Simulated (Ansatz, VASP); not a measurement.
**One calculation of Ru, two programs**

Contents of INCAR:

```
ALGO = Normal
EDIFF = 1E-6
ENCUT = 520
GGA = PE
ISIF = 2
ISMEAR = -1
LASPH = T
LCHARG = F
LREAL = F
LWAVE = F
NBANDS = 21
NELM = 80
PREC = Accurate
SIGMA = 0.05
```

The input KPOINTS:

```
k-points
0
Gamma
  13 13 7
```

Contents of POSCAR:

```
Ru
1.0
    2.7058000000      0.0000000000      0.0000000000
   -1.3529000000      2.3432915376      0.0000000000
    0.0000000000      0.0000000000      4.2819000000
Ru
2
Direct
    0.2133333333      0.6066666667      0.1600000000
    0.7866666667      0.3933333333      0.8400000000
```

Input for Ansatz:

```yaml
crystal:
  lattice:
    - [2.7058, 0.0, 0.0]
    - [-1.3529, 2.3432915376, 0.0]
    - [0.0, 0.0, 4.2819]
  atoms:
    - { symbol: Ru, position: [0.2133333333, 0.6066666667, 0.16] }
    - { symbol: Ru, position: [0.7866666667, 0.3933333333, 0.84] }
kpoints:
  mp_grid: { grid: [13, 13, 7] }
scf:
  occupations: { method: fermi_dirac, width: 0.05 }
hamiltonian:
  xc: pbe
  pseudopotentials: { kind: all_electron, lapw: { basis_error: 0.001 } }
output:
  forces: true
  stress: true
  eigenvalues: true
  populations: true
```

Change from the starting cell: shortest bond scaled by 0.64, LAPW.

Alike in both runs: task single point; functional PBE; k mesh 13 × 13 × 7; occupations fermi-dirac, width 0.05 eV; no spin polarisation.

|  | VASP | Ansatz |
| --- | --- | --- |
| version | VASP 6.6.1 | Ansatz 0.2.0 |
| potentials or method | VASP PAW PBE potentials, release 64 (Ru_pv), cutoff 520 eV | all-electron LAPW, scalar-relativistic |

VASP gave:

| Item | Value |
| --- | --- |
| pressure (GPa) | 185.0 |
| traceless stress, the component that is largest in VASP (GPa) | 123.89 |
| rms of the force components (eV/Å) | 22.088 |

Task: What did Ansatz give for the same quantities?

Result: Pressure (GPa): 188.4; traceless stress, the component that is largest in VASP (GPa): 123.40; rms of the force components (eV/Å): 22.243.

Atom by atom the forces differ by 0.253 eV/Å (rms over components). Both programs put the cell under a high pressure, so it lies far from rest at this level. Ansatz ran all-electron here, and VASP with PAW potentials.

Noted on VASP's run: the cell as given lies far from equilibrium.
